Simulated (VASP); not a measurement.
# SnP4 (P-3m1) in VASP: a series of runs

SnP4 is run at these levels: PBE; tasks: single point, relaxation of cell and atoms.

All numbers are computed with VASP 6.6.1; they aren't measurements. Logs are shortened: lines on timing, memory, paths and dates and some standing lists are left out, and cuts for length are marked.

### 1 The cell of the first run

Symmetry: P-3m1, No. 164, trigonal system. Conventional cell: a = 3.344 Å, b = 3.344 Å, c = 10.632 Å, α = 90.00°, β = 90.00°, γ = 120.00°. Sn (site symmetry -3m) has 12 P at 3.31 to 4.36 Å and 6 Sn at 3.34 Å within 4.4 Å. Within 3.0 Å of P (site symmetry 3m) lie 3 P at 2.28 Å. Within 3.0 Å of P (site symmetry 3m) lie 3 P at 2.28 Å.

### 2 Single point, PBE

INCAR

```
PREC = Accurate ; ENCUT = 520
EDIFF = 1E-6 ; ISMEAR = 0
SIGMA = 0.2 ; LREAL = False
LASPH = True ; NELM = 80
ALGO = Normal ; ISIF = 2
LWAVE = False ; LCHARG = False
GGA = PE ; NBANDS = 25
```

KPOINTS

```
Automatic mesh
0
Gamma
  5 5 2
```

POSCAR

```
SnP4
1.0
    3.3438109869      0.0000000000      0.0000000000
   -1.6719054934      2.8958252601      0.0000000000
    0.0000000000      0.0000000000     10.6323908077
Sn P
1 4
Direct
    0.0000000000      0.0000000000      0.0000000000
    0.3333333333      0.6666666667      0.2534321993
    0.6666666667      0.3333333333      0.3672861595
    0.6666666667      0.3333333333      0.7465678007
    0.3333333333      0.6666666667      0.6327138405
```

Potentials or basis: VASP PAW PBE potentials, release 64 (Sn_d, P).

On the command line:

```
cat potpaw_PBE.64/Sn_d/POTCAR potpaw_PBE.64/P/POTCAR > POTCAR
mpirun -np 1 vasp_std > vasp.out
```

OUTCAR:

```text
PREC = Accurate
   ENCUT = 520
   EDIFF = 1E-6
   ISMEAR = 0
   LREAL = False
   LASPH = True
   NELM = 80
   ISIF = 2
   GGA = PE

 ion  position               nearest neighbor table
   1  0.000  0.000  0.000-   2 3.31   4 3.31   2 3.31   4 3.31   4 3.31   2 3.31
   2  0.333  0.667  0.253-   3 2.28   3 2.28   3 2.28   1 3.31   1 3.31   1 3.31
   3  0.667  0.333  0.367-   2 2.28   2 2.28   2 2.28
   4  0.667  0.333  0.747-   5 2.28   5 2.28   5 2.28   1 3.31   1 3.31   1 3.31
   5  0.333  0.667  0.633-   4 2.28   4 2.28   4 2.28

  LATTYP: Found a hexagonal cell.
 ALAT       =     3.3438109869
 C/A-ratio  =     3.1797224333

  Lattice vectors:

 A1 = (   3.3438109869,   0.0000000000,   0.0000000000)
 A2 = (  -1.6719054934,   2.8958252601,   0.0000000000)
 A3 = (   0.0000000000,   0.0000000000,  10.6323908077)

Analysis of symmetry for initial positions (statically):
=====================================================================
 Subroutine PRICEL returns:
 Original cell was already a primitive cell.

 Routine SETGRP: Setting up the symmetry group for a
 hexagonal supercell.

 Subroutine GETGRP returns: Found 12 space group operations
 (whereof 12 operations were pure point group operations)
 out of a pool of 24 trial point group operations.

The static configuration has the point symmetry D_3d.

Analysis of symmetry for dynamics (positions and initial velocities):
=====================================================================
 Subroutine PRICEL returns:
 Original cell was already a primitive cell.

 Routine SETGRP: Setting up the symmetry group for a
 hexagonal supercell.

 Subroutine GETGRP returns: Found 12 space group operations
 (whereof 12 operations were pure point group operations)
 out of a pool of 24 trial point group operations.

The dynamic configuration has the point symmetry D_3d.

 Subroutine INISYM returns: Found 12 space group operations
 (whereof 12 operations are pure point group operations),
 and found     1 'primitive' translations

----------------------------------------------------------------------------------------

                                     Primitive cell

  volume of cell :     102.9544

  direct lattice vectors                    reciprocal lattice vectors
     3.343810987  0.000000000  0.000000000     0.299059966  0.172662352  0.000000000
    -1.671905493  2.895825260  0.000000000     0.000000000  0.345324704  0.000000000
     0.000000000  0.000000000 10.632390808     0.000000000  0.000000000  0.094052224

  length of vectors
     3.343810987  3.343810987 10.632390808     0.345324704  0.345324704  0.094052224

  position of ions in fractional coordinates (direct lattice)
     0.000000000  0.000000000  0.000000000
     0.333333333  0.666666667  0.253432199
     0.666666667  0.333333333  0.367286159
     0.666666667  0.333333333  0.746567801
     0.333333333  0.666666667  0.632713841

  ion indices of the primitive-cell ions
   primitive index   ion index
                 1           1
                 2           2
                 3           3
                 4           4
                 5           5

----------------------------------------------------------------------------------------

 KPOINTS: Automatic mesh

Automatic generation of k-mesh.
 Grid dimensions read from file:
 generate k-points for:    5    5    2

 Generating k-lattice:

  Cartesian coordinates                     Fractional coordinates (reciprocal lattice)
     0.059811993  0.034532470  0.000000000     0.200000000  0.000000000  0.000000000
     0.000000000  0.069064941  0.000000000     0.000000000  0.200000000  0.000000000
     0.000000000  0.000000000  0.047026112     0.000000000  0.000000000  0.500000000

  Length of vectors
     0.069064941  0.069064941  0.047026112

  Shift w.r.t. Gamma in fractional coordinates (k-lattice)
     0.000000000  0.000000000  0.000000000

 Subroutine IBZKPT returns following result:
 ===========================================

 Found     10 irreducible k-points:

 Following reciprocal coordinates:
            Coordinates               Weight
  0.000000  0.000000  0.000000      1.000000
  0.200000  0.000000  0.000000      6.000000
  0.400000  0.000000  0.000000      6.000000
  0.200000  0.200000  0.000000      6.000000
  0.400000  0.200000  0.000000      6.000000
  0.000000  0.000000  0.500000      1.000000
  0.200000  0.000000  0.500000      6.000000
  0.400000  0.000000  0.500000      6.000000
  0.200000  0.200000  0.500000      6.000000
  0.400000  0.200000  0.500000      6.000000
   k-points           NKPTS =     10   k-points in BZ     NKDIM =     10   number of bands    NBANDS=     25
   number of dos      NEDOS =    301   number of ions     NIONS =      5
   total plane-waves  NPLWV =  62720
   dimension x,y,z NGX =    28 NGY =   28 NGZ =   80
   dimension x,y,z NGXF=    56 NGYF=   56 NGZF=  160
   ions per type =               1   4
   NGX,Y,Z   is equivalent  to a cutoff of  13.92, 13.92, 12.51 a.u.
   NGXF,Y,Z  is equivalent  to a cutoff of  27.84, 27.84, 25.02 a.u.
 SYSTEM =  unknown system
   PREC   = accura    normal or accurate (medium, high low for compatibility)
   ISTART =      0    job   : 0-new  1-cont  2-samecut
   ICHARG =      2    charge: 1-file 2-atom 10-const
   ISPIN  =      1    spin polarized calculation?
   LNONCOLLINEAR =      F non collinear calculations
   LSORBIT =      F    spin-orbit coupling
   LASPH  =      T    aspherical Exc in radial PAW
   ENCUT  =  520.0 eV  38.22 Ry    6.18 a.u.   6.22  6.22 19.77*2*pi/ulx,y,z
   NELM   =     80;   NELMIN=  2; NELMDL= -5     # of ELM steps
   EDIFF  = 0.1E-05   stopping-criterion for ELM
   LREAL  =      F    real-space projection
   EDIFFG = 0.1E-04   stopping-criterion for IOM
   NSW    =      0    number of steps for IOM
   IBRION =     -1    ionic relax: 0-MD 1-quasi-New 2-CG
   NFREE  =      0    steps in history (QN), initial steepest desc. (CG)
   ISIF   =      2    stress and relaxation
   ISYM   =      2    0-nonsym 1-usesym 2-fastsym
   POTIM  = 0.5000    time-step for ionic-motion
   TEBEG  =    0.0;   TEEND  =   0.0 temperature during run
   PSTRESS=    0.0 pullay stress
   NELECT =      34.0000    total number of electrons
   NUPDOWN=      -1.0000    fix difference up-down
   EMIN   =  10.00;   EMAX   =-10.00  energy-range for DOS
   EFERMI =   0.00;   METHOD = LEGACY
   ISMEAR =     0;   SIGMA  =   0.20  broadening in eV -4-tet -1-fermi 0-gaus
   EFERMI_NEDOS =   21; number of points for ismear=-14 and -15
   IALGO  =     38    algorithm
   IMIX   =      4    mixing-type and parameters
     AMIX     =   0.40;   BMIX     =  1.00
     AMIX_MAG =   1.60;   BMIX_MAG =  1.00
  volume/ion in A,a.u.               =      20.59       138.95
  Fermi-wavevector in a.u.,A,eV,Ry     =   1.131582  2.138380 17.421967  1.280478
  Thomas-Fermi vector in A             =   2.268282
   LORBIT       =      0    0 simple, 1 ext, 2 COOP (PROOUT), +10 PAW based schemes
   GGA     = PE    functional components
   LHFCALC =     F    Hartree Fock is set to
   AEXX    =    0.0000 exact exchange contribution
   IVDW    =     0    specifies the selected vdW correction
   LEPSILON=     F    determine dielectric tensor
   LRPA    =     F    only Hartree local field effects (RPA)
 non-spin polarized calculation
 Gauss-broadening in eV      SIGMA  =   0.20
  energy-cutoff  :      520.00
  volume of cell :      102.95
 maximum number of plane-waves:      2799
 NGX is ok and might be reduce to    28
   NGX = 13   NGY = 13   NGZ = 39

 number of electron      34.0000003 magnetization

 Free energy of the ion-electron system (eV)
  ---------------------------------------------------
  ext. energy  EPLUGINS =         0.00000000
  ---------------------------------------------------
  free energy    TOTEN  =       -24.76707966 eV

  energy without entropy =      -24.70234403  energy(sigma->0) =      -24.73471184

 E-fermi :   7.0442     XC(G=0): -10.0476

 val. band max:        6.9777175959   @ k =   0.2000   0.2000   0.0000
 cond. band min:       7.0546596433   @ k =   0.4000   0.2000   0.0000
 fundamental gap:      0.0769420474
 Fermi energy:         7.0442397629

 k-point     1 :       0.0000    0.0000    0.0000
  band No.  band energies     occupation
      1     -14.6361      2.00000
      2     -14.5646      2.00000
      3     -14.5646      2.00000
      4     -14.5157      2.00000
      5     -14.5157      2.00000
      6      -8.3534      2.00000
[... 17 lines left out ...]
     24      14.0127      0.00000
     25      14.0129      0.00000

 k-point     2 :       0.2000    0.0000    0.0000
  band No.  band energies     occupation
      1     -14.6165      2.00000
      2     -14.5611      2.00000
      3     -14.5421      2.00000
      4     -14.5218      2.00000
      5     -14.5135      2.00000
      6      -7.7412      2.00000
[... 17 lines left out ...]
     24      11.8900      0.00000
     25      12.6599      0.00000

 k-point     3 :       0.4000    0.0000    0.0000
  band No.  band energies     occupation
      1     -14.6301      2.00000
      2     -14.5842      2.00000
      3     -14.5316      2.00000
      4     -14.5116      2.00000
      5     -14.4298      2.00000
      6      -6.0493      2.00000
[... 17 lines left out ...]
     24      11.0633      0.00000
     25      11.7979      0.00000

 k-point     4 :       0.2000    0.2000    0.0000
  band No.  band energies     occupation
      1     -14.5774      2.00000
      2     -14.5694      2.00000
      3     -14.5623      2.00000
      4     -14.5366      2.00000
      5     -14.4554      2.00000
      6      -6.5620      2.00000
[... 17 lines left out ...]
     24      11.2665      0.00000
     25      11.5538      0.00000
[... 85 lines left out ...]
 k-point     8 :       0.4000    0.0000    0.5000
  band No.  band energies     occupation
      1     -14.6301      2.00000
      2     -14.5842      2.00000
      3     -14.5316      2.00000
      4     -14.5116      2.00000
      5     -14.4298      2.00000
      6      -6.0357      2.00000
[... 17 lines left out ...]
     24      10.7948      0.00000
     25      12.2811      0.00000

 k-point     9 :       0.2000    0.2000    0.5000
  band No.  band energies     occupation
      1     -14.5774      2.00000
      2     -14.5694      2.00000
      3     -14.5623      2.00000
      4     -14.5366      2.00000
      5     -14.4554      2.00000
      6      -6.5470      2.00000
[... 17 lines left out ...]
     24      11.2979      0.00000
     25      11.4220      0.00000

 k-point    10 :       0.4000    0.2000    0.5000
  band No.  band energies     occupation
      1     -14.5821      2.00000
      2     -14.5791      2.00000
      3     -14.5497      2.00000
      4     -14.5079      2.00000
      5     -14.4494      2.00000
      6      -4.8952      2.00000
[... 17 lines left out ...]
     24      11.2111      0.00000
     25      12.0141      0.00000

------------------------ aborting loop because EDIFF is reached ----------------------------------------

  FORCE on cell =-STRESS in cart. coord.  units (eV):
  Direction    XX          YY          ZZ          XY          YZ          ZX
  --------------------------------------------------------------------------------------
  -------------------------------------------------------------------------------------
  Total       -0.1904667     -0.1904667      0.1324073     -0.0000000      0.0000000      0.0000000
  in kB       -2.9640435     -2.9640435      2.0605232     -0.0000000      0.0000000      0.0000000
  external PRESSURE =      -1.2891879 kB  Pullay stress =       0.0000000 kB

 VOLUME and BASIS-vectors are now :
 -----------------------------------------------------------------------------
  energy-cutoff  :      520.00
  volume of cell :      102.95
      direct lattice vectors                 reciprocal lattice vectors
     3.343810987  0.000000000  0.000000000     0.299059966  0.172662352  0.000000000
    -1.671905493  2.895825260  0.000000000     0.000000000  0.345324704  0.000000000
     0.000000000  0.000000000 10.632390808     0.000000000  0.000000000  0.094052224

 POSITION                                       TOTAL-FORCE (eV/Angst)
 -----------------------------------------------------------------------------------
      0.00000      0.00000      0.00000        -0.000000      0.000000      0.000000
     -0.00000      1.93055      2.69459        -0.000000      0.000000      0.058234
      1.67191      0.96528      3.90513         0.000000     -0.000000     -0.060634
      1.67191      0.96528      7.93780         0.000000     -0.000000     -0.058234
     -0.00000      1.93055      6.72726        -0.000000      0.000000      0.060634
 -----------------------------------------------------------------------------------
    total drift:                                0.000000      0.000000      0.000000

  FREE ENERGIE OF THE ION-ELECTRON SYSTEM (eV)
  ---------------------------------------------------
  free  energy   TOTEN  =       -24.7670796566 eV

  energy  without entropy=      -24.7023440258  energy(sigma->0) =      -24.73471184
```

Wall time 16 s (1 thread of AMD EPYC 9R45 (Zen 5), shared host); peak memory 0.2 GiB.

What came out:

```
Free energy            : -24.7671 eV
Pressure               : -0.1 GPa
Largest force          : 0.061 eV/Å
Band gap on the k mesh : zero (band 17 reaches 9.00 eV, above the bottom of band 18 at 6.74 eV)
```

Forces in eV/Å, atoms in the order of the input:
```
Sn   0.000  0.000  0.000
P    0.000  0.000  0.058
P    0.000  0.000 -0.061
P    0.000  0.000 -0.058
P    0.000  0.000  0.061
```

Levels at points of the mesh, in eV from the Fermi level:
| k point | band 14 | band 15 | band 16 | band 17 | band 18 | band 19 | band 20 | band 21 |
| --- | --- | --- | --- | --- | --- | --- | --- | --- |
| (0.00, 0.00, 0.00) | -1.77 | -1.71 | -1.71 | 1.96 | 1.99 | 2.19 | 2.19 | 2.25 |
| (0.00, 0.00, 0.50) | -1.71 | -1.71 | 0.37 | 1.41 | 2.00 | 2.22 | 2.22 | 2.22 |

Caveat: the k points lie up to 0.43 Å⁻¹ apart; spin-orbit coupling is left out, which moves the levels of the heavy elements.

[end of part 1 of 2]
